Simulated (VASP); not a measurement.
Write the native input for VASP 6.6.1 that does the following.

```yaml
Task: single point
Functional: PBE
Potentials_or_basis: VASP PAW PBE potentials, release 64 (Ti_sv, Al, Ni)
Cutoff: 520 eV
k_mesh: 14 × 14 × 4
Occupations: gaussian, width 0.1 eV
Spin: no spin polarisation
Dipole_correction: no
Further_INCAR_settings: ALGO = Fast; EDIFF = 1e-06; NBANDS = 37
```

The structure of TiAl4Ni3 lies in POSCAR:

```
TiAl4Ni3
1.0
    2.8798628376      0.0000000000      0.0000000000
    0.0000000000      2.8798628376      0.0000000000
    0.0000000000      0.0000000000     12.6675640126
Ti Al Ni
1 4 3
Direct
    0.5000000000      0.5000000000      0.0000000000
    0.0000000000      0.0000000000      0.8442968872
    0.0000000000      0.0000000000      0.1557031128
    0.0000000000      0.0000000000      0.3853711100
    0.0000000000      0.0000000000      0.6146288900
    0.5000000000      0.5000000000      0.2709767176
    0.5000000000      0.5000000000      0.5000000000
    0.5000000000      0.5000000000      0.7290232824
```

The input as run:

INCAR

```
SYSTEM = TiAl4Ni3
ALGO = Fast ; EDIFF = 1E-6
ENCUT = 520 ; GGA = PE
ISIF = 2 ; ISMEAR = 0
LASPH = .True. ; LCHARG = .False.
LREAL = .False. ; LWAVE = .False.
NBANDS = 37 ; NELM = 80
PREC = Accurate ; SIGMA = 0.1
```

KPOINTS

```
k-points
0
Gamma
  14 14 4
  0 0 0
```

Potentials or basis: VASP PAW PBE potentials, release 64 (Ti_sv, Al, Ni).

The run is started by

```sh
$ cat potpaw_PBE.64/Ti_sv/POTCAR potpaw_PBE.64/Al/POTCAR potpaw_PBE.64/Ni/POTCAR > POTCAR
$ mpirun -np 1 vasp_std > vasp.out
```

It gave:

* Pressure: -0.1 GPa
* Band gap on the k mesh: zero (bands 27 and 28 overlap by 1.32 eV)

Run time: 7.8 min on 1 thread of AMD EPYC 9R45 96-Core Processor (Zen 5) (shared host), peak memory 0.46 GiB.
